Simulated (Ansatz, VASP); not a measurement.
This is a calculation of Au for VASP 6.6.1.

File POSCAR:

```
Au
1.0
    0.0000000000      2.0350000000      2.0350000000
    2.0350000000      0.0000000000      2.0350000000
    2.0350000000      2.0350000000      0.0000000000
Au
1
Direct
    0.0000000000      0.0000000000      0.0000000000
```

The input INCAR.step1:

```
ALGO = Normal ; EDIFF = 1E-5
ENCUT = 520 ; GGA = PE
ISIF = 2 ; ISMEAR = -1
LASPH = True ; LCHARG = False
LREAL = False ; LWAVE = True
NBANDS = 12 ; NELM = 60
PREC = Accurate ; SIGMA = 0.05
```

Contents of INCAR.step2:

```
ALGO = Normal ; EDIFF = 1E-6
ENCUT = 520 ; GGA = PE
HFSCREEN = 0.2079 ; ISIF = 2
ISMEAR = -1 ; ISTART = 1
LASPH = True ; LCHARG = False
LHFCALC = True ; LREAL = False
LWAVE = False ; NBANDS = 12
NELM = 60 ; PREC = Accurate
PRECFOCK = Normal ; SIGMA = 0.05
```

File KPOINTS:

```
k-points
0
Gamma
  6 6 6
```

Potentials or basis: VASP PAW PBE potentials, release 64 (Au).

Command:

```bash
$ cat potpaw_PBE.64/Au/POTCAR > POTCAR
$ cp INCAR.step1 INCAR
$ mpirun -np 1 vasp_std > vasp.out
$ cp INCAR.step2 INCAR
$ mpirun -np 1 vasp_std > vasp.out
```

Q: Translate it to Ansatz 0.2.0. Potentials there: Ansatz PAW.

A: As run (the cutoff follows the program's own potentials):

The input input:

```
crystal:
  lattice:
    - [0.0, 2.035, 2.035]
    - [2.035, 0.0, 2.035]
    - [2.035, 2.035, 0.0]
  atoms:
    - { symbol: Au, position: [0.0, 0.0, 0.0] }
hamiltonian:
  xc: hse06
  pseudopotentials: { kind: paw }
kpoints:
  mp_grid: { grid: [6, 6, 6] }
scf:
  occupations: { method: fermi_dirac, width: 0.05 }
output:
  forces: true
  stress: true
  eigenvalues: true
```

Both were run:

|  | VASP | Ansatz | Ansatz less VASP |
| --- | --- | --- | --- |
| gap on the k mesh at the Fermi level (eV) | none | none | - |
| pressure (GPa) | 8.3 | 8.4 | +0.01 |

A gap of «none» marks a metal or a gap that the smearing closes. VASP's potentials hold 11 valence electrons a cell and Ansatz's 19, so a difference there can come from the potentials and not from the codes.

The k mesh is coarse, so the values compare programs but aren't converged. Neither program's run includes spin-orbit coupling.
